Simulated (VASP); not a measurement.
# Mo (I4/mmm) in VASP: single point with r2SCAN

Aim: the single point of Mo with r2SCAN.

Everything below comes from runs of VASP 6.6.1. Logs are shortened: lines on timing, memory, paths and dates and some standing lists are left out, and cuts for length are marked.

## (1) The cell of the first run

The structure is tetragonal, space group I4/mmm (No. 139). The conventional cell has a = 2.791 Å, b = 2.791 Å, c = 4.246 Å, α = 90.00°, β = 90.00°, γ = 90.00°. Within 3.7 Å of Mo (site symmetry 4/mmm) lie 12 Mo at 2.79 to 2.90 Å.

## (2) Single point, r2SCAN

POSCAR reads:

```
Mo
1.0
   -1.3954239134      1.3954239134      2.1229339179
    1.3954239134     -1.3954239134      2.1229339179
    1.3954239134      1.3954239134     -2.1229339179
Mo
1
Direct
    0.0000000000      0.0000000000      0.0000000000
```

INCAR.step1 reads:

```
SYSTEM = Mo
PREC = Accurate
ENCUT = 520
ISMEAR = 0
SIGMA = 0.1
LREAL = .False.
LASPH = .True.
NELM = 100
NBANDS = 13
GGA = PE
ALGO = Normal
EDIFF = 1E-4
LWAVE = .True.
LCHARG = .False.
```

INCAR.step2 reads:

```
SYSTEM = Mo
PREC = Accurate
ENCUT = 520
EDIFF = 1E-6
ISMEAR = 0
SIGMA = 0.1
LREAL = .False.
LASPH = .True.
NELM = 100
ALGO = Normal
ISIF = 2
LWAVE = .False.
LCHARG = .True.
METAGGA = R2SCAN
LMIXTAU = .True.
LELF = .True.
LVHAR = .True.
NBANDS = 13
ISTART = 1
```

KPOINTS reads:

```
regular mesh
0
Gamma
  8 8 8
  0 0 0
```

Potentials or basis: VASP PAW PBE potentials, release 64 (Mo_sv).

Launch:

```sh
> cat potpaw_PBE.64/Mo_sv/POTCAR > POTCAR
> cp INCAR.step1 INCAR
> mpirun -np 1 vasp_std > vasp.out
> cp INCAR.step2 INCAR
> mpirun -np 1 vasp_std > vasp.out
```

OUTCAR:

```text
SYSTEM = Mo
   PREC = Accurate
   ENCUT = 520
   EDIFF = 1E-6
   ISMEAR = 0
   LREAL = .False.
   LASPH = .True.
   NELM = 100
   ISIF = 2
   METAGGA = R2SCAN
   ISTART = 1

 ion  position               nearest neighbor table
   1  0.000  0.000  0.000-

  LATTYP: Found a body centered tetragonal cell.
 ALAT       =     2.7908478268
 C/A-ratio  =     1.5213541186

  Lattice vectors:

 A1 = (  -1.3954239134,   1.3954239134,   2.1229339179)
 A2 = (   1.3954239134,  -1.3954239134,   2.1229339179)
 A3 = (   1.3954239134,   1.3954239134,  -2.1229339179)

Analysis of symmetry for initial positions (statically):
=====================================================================
 Subroutine PRICEL returns:
 Original cell was already a primitive cell.

 Routine SETGRP: Setting up the symmetry group for a
 body centered tetragonal supercell.

 Subroutine GETGRP returns: Found 16 space group operations
 (whereof 16 operations were pure point group operations)
 out of a pool of 16 trial point group operations.

The static configuration has the point symmetry D_4h.

Analysis of symmetry for dynamics (positions and initial velocities):
=====================================================================
 Subroutine PRICEL returns:
 Original cell was already a primitive cell.

 Routine SETGRP: Setting up the symmetry group for a
 body centered tetragonal supercell.

 Subroutine GETGRP returns: Found 16 space group operations
 (whereof 16 operations were pure point group operations)
 out of a pool of 16 trial point group operations.

The dynamic configuration has the point symmetry D_4h.

 Subroutine INISYM returns: Found 16 space group operations
 (whereof 16 operations are pure point group operations),
 and found     1 'primitive' translations

----------------------------------------------------------------------------------------

                                     Primitive cell

  volume of cell :      16.5352

  direct lattice vectors                    reciprocal lattice vectors
    -1.395423913  1.395423913  2.122933918     0.000000000  0.358314054  0.235523111
     1.395423913 -1.395423913  2.122933918     0.358314054  0.000000000  0.235523111
     1.395423913  1.395423913 -2.122933918     0.358314054  0.358314054  0.000000000

  length of vectors
     2.898493439  2.898493439  2.898493439     0.428789106  0.428789106  0.506732595

  position of ions in fractional coordinates (direct lattice)
     0.000000000  0.000000000  0.000000000

  ion indices of the primitive-cell ions
   primitive index   ion index
                 1           1

----------------------------------------------------------------------------------------

 KPOINTS: regular mesh

Automatic generation of k-mesh.
 Grid dimensions read from file:
 generate k-points for:    8    8    8

 Generating k-lattice:

  Cartesian coordinates                     Fractional coordinates (reciprocal lattice)
     0.000000000  0.044789257  0.029440389     0.125000000 -0.000000000  0.000000000
     0.044789257  0.000000000  0.029440389    -0.000000000  0.125000000  0.000000000
     0.044789257  0.044789257  0.000000000     0.000000000  0.000000000  0.125000000

  Length of vectors
     0.053598638  0.053598638  0.063341574

  Shift w.r.t. Gamma in fractional coordinates (k-lattice)
     0.000000000  0.000000000  0.000000000

 Subroutine IBZKPT returns following result:
 ===========================================

 Found     59 irreducible k-points:

 Following reciprocal coordinates:
            Coordinates               Weight
  0.000000  0.000000  0.000000      1.000000
  0.125000  0.000000 -0.000000      8.000000
  0.250000  0.000000 -0.000000      8.000000
  0.375000 -0.000000  0.000000      8.000000
  0.500000  0.000000 -0.000000      4.000000
  0.125000  0.125000 -0.000000      8.000000
[... 16 lines left out ...]
  0.250000  0.125000  0.125000     16.000000
  0.375000  0.125000  0.125000      8.000000
 [... further k-points ...]
   k-points           NKPTS =     59   k-points in BZ     NKDIM =     59   number of bands    NBANDS=     13
   number of dos      NEDOS =    301   number of ions     NIONS =      1
   total plane-waves  NPLWV =  13824
   dimension x,y,z NGX =    24 NGY =   24 NGZ =   24
   dimension x,y,z NGXF=    48 NGYF=   48 NGZF=   48
   ions per type =               1
   NGX,Y,Z   is equivalent  to a cutoff of  13.77, 13.77, 13.77 a.u.
   NGXF,Y,Z  is equivalent  to a cutoff of  27.53, 27.53, 27.53 a.u.
 SYSTEM =  Mo
   PREC   = accura    normal or accurate (medium, high low for compatibility)
   ISTART =      1    job   : 0-new  1-cont  2-samecut
   ICHARG =      0    charge: 1-file 2-atom 10-const
   ISPIN  =      1    spin polarized calculation?
   LNONCOLLINEAR =      F non collinear calculations
   LSORBIT =      F    spin-orbit coupling
   LASPH  =      T    aspherical Exc in radial PAW
   ENCUT  =  520.0 eV  38.22 Ry    6.18 a.u.   5.39  5.39  5.39*2*pi/ulx,y,z
   NELM   =    100;   NELMIN=  2; NELMDL=  0     # of ELM steps
   EDIFF  = 0.1E-05   stopping-criterion for ELM
   LREAL  =      F    real-space projection
[... 7 lines left out ...]
   TEBEG  =    0.0;   TEEND  =   0.0 temperature during run
   PSTRESS=    0.0 pullay stress
   NELECT =      14.0000    total number of electrons
   NUPDOWN=      -1.0000    fix difference up-down
   EMIN   =  10.00;   EMAX   =-10.00  energy-range for DOS
   EFERMI =   0.00;   METHOD = LEGACY
   ISMEAR =     0;   SIGMA  =   0.10  broadening in eV -4-tet -1-fermi 0-gaus
   EFERMI_NEDOS =   21; number of points for ismear=-14 and -15
   IALGO  =     38    algorithm
   IMIX   =      4    mixing-type and parameters
     AMIX     =   0.40;   BMIX     =  1.00
     AMIX_MAG =   1.60;   BMIX_MAG =  1.00
  volume/ion in A,a.u.               =      16.54       111.58
  Fermi-wavevector in a.u.,A,eV,Ry     =   1.548750  2.926713 32.635285  2.398626
  Thomas-Fermi vector in A             =   2.653655
   LORBIT       =      0    0 simple, 1 ext, 2 COOP (PROOUT), +10 PAW based schemes
   METAGGA = R2SCAN    functional components
   LHFCALC =     F    Hartree Fock is set to
   AEXX    =    0.0000 exact exchange contribution
   IVDW    =     0    specifies the selected vdW correction
   LEPSILON=     F    determine dielectric tensor
   LRPA    =     F    only Hartree local field effects (RPA)
 non-spin polarized calculation
 Gauss-broadening in eV      SIGMA  =   0.10
  energy-cutoff  :      520.00
  volume of cell :       16.54
 maximum number of plane-waves:       460
 NGX is ok and might be reduce to    24
   NGX = 11   NGY = 11   NGZ = 11

 number of electron      14.0000002 magnetization

 Free energy of the ion-electron system (eV)
  ---------------------------------------------------
  ext. energy  EPLUGINS =         0.00000000
  ---------------------------------------------------
  free energy    TOTEN  =       -25.61198269 eV

  energy without entropy =      -25.60523534  energy(sigma->0) =      -25.60860901

 E-fermi :  11.3370     XC(G=0): -14.2662

 val. band max:       11.3020291147   @ k =   0.3750  -0.0000   0.0000
 cond. band min:      11.3622254903   @ k =   0.2500   0.1250   0.0000
 fundamental gap:      0.0601963756
 Fermi energy:        11.3369971301

 k-point     1 :       0.0000    0.0000    0.0000
  band No.  band energies     occupation
      1     -51.4537      2.00000
      2     -24.1256      2.00000
      3     -24.0423      2.00000
      4     -24.0423      2.00000
      5       4.2053      2.00000
      6       9.9007      2.00000
      7      10.9081      2.00000
      8      10.9081      2.00000
      9      12.6159      0.00000
     10      13.9619      0.00000
     11      24.9173      0.00000
     12      28.8438      0.00000
     13      31.2966      0.00000

 k-point     2 :       0.1250    0.0000   -0.0000
  band No.  band energies     occupation
      1     -51.4219      2.00000
      2     -24.2697      2.00000
      3     -24.1282      2.00000
      4     -24.0574      2.00000
      5       4.8273      2.00000
      6       9.9366      2.00000
      7      10.6998      2.00000
      8      11.1723      1.98012
      9      12.5566      0.00000
     10      13.6954      0.00000
     11      26.0265      0.00000
     12      28.1927      0.00000
     13      30.7688      0.00000

 k-point     3 :       0.2500    0.0000   -0.0000
  band No.  band energies     occupation
      1     -51.3443      2.00000
      2     -24.7230      2.00000
      3     -24.2142      2.00000
      4     -24.0938      2.00000
      5       6.1450      2.00000
      6       9.8656      2.00000
      7      10.4976      2.00000
      8      11.4687      0.06247
      9      13.1783      0.00000
     10      13.6232      0.00000
     11      25.4405      0.00000
     12      27.9923      0.00000
     13      33.3525      0.00000
[... 305 lines left out ...]
 k-point    23 :       0.2500    0.1250    0.1250
  band No.  band energies     occupation
      1     -51.2128      2.00000
      2     -25.0589      2.00000
      3     -24.5433      2.00000
      4     -24.3462      2.00000
      5       7.8396      2.00000
      6       9.1166      2.00000
      7       9.9650      2.00000
      8      11.9177      0.00000
      9      14.2199      0.00000
     10      16.9748      0.00000
     11      24.2872      0.00000
     12      27.9571      0.00000
     13      28.4488      0.00000

 k-point    24 :       0.3750    0.1250    0.1250
  band No.  band energies     occupation
      1     -51.1854      2.00000
      2     -25.1794      2.00000
      3     -24.5601      2.00000
      4     -24.3946      2.00000
      5       7.8349      2.00000
      6       8.8914      2.00000
      7      10.5915      2.00000
      8      11.6252      0.00005
      9      15.0205      0.00000
     10      18.6662      0.00000
     11      21.8393      0.00000
     12      27.5867      0.00000
     13      28.7173      0.00000

 [... further k-points ...]
[... 5 lines left out ...]
  --------------------------------------------------------------------------------------
  -------------------------------------------------------------------------------------
  Total       -1.2746029     -1.2746029      0.0087457      0.0000000     -0.0000000      0.0000000
  in kB     -123.5027711   -123.5027711      0.8474109      0.0000000     -0.0000000      0.0000000
  external PRESSURE =     -82.0527104 kB  Pullay stress =       0.0000000 kB

 VOLUME and BASIS-vectors are now :
 -----------------------------------------------------------------------------
  energy-cutoff  :      520.00
  volume of cell :       16.54
      direct lattice vectors                 reciprocal lattice vectors
    -1.395423913  1.395423913  2.122933918     0.000000000  0.358314054  0.235523111
     1.395423913 -1.395423913  2.122933918     0.358314054  0.000000000  0.235523111
     1.395423913  1.395423913 -2.122933918     0.358314054  0.358314054  0.000000000

 POSITION                                       TOTAL-FORCE (eV/Angst)
 -----------------------------------------------------------------------------------
      0.00000      0.00000      0.00000         0.000000      0.000000     -0.000000
 -----------------------------------------------------------------------------------
    total drift:                                0.000000      0.000000      0.000000

  FREE ENERGIE OF THE ION-ELECTRON SYSTEM (eV)
  ---------------------------------------------------
  free  energy   TOTEN  =       -25.6119826912 eV

  energy  without entropy=      -25.6052353367  energy(sigma->0) =      -25.60860901
```

It took 51 s on 1 thread of Intel Xeon Platinum 8375C at 2.90GHz (Ice Lake), shared host; peak memory 0.15 GiB.

What came out:

- Free energy: -25.6120 eV
- Pressure: -8.2 GPa
- Band gap on the k mesh: zero (band 7 reaches 15.19 eV, above the bottom of band 8 at 10.91 eV)

Caveat: the k points lie up to 0.40 Å⁻¹ apart; the PAW data sets were made with another functional, which shifts forces and pressure a little.
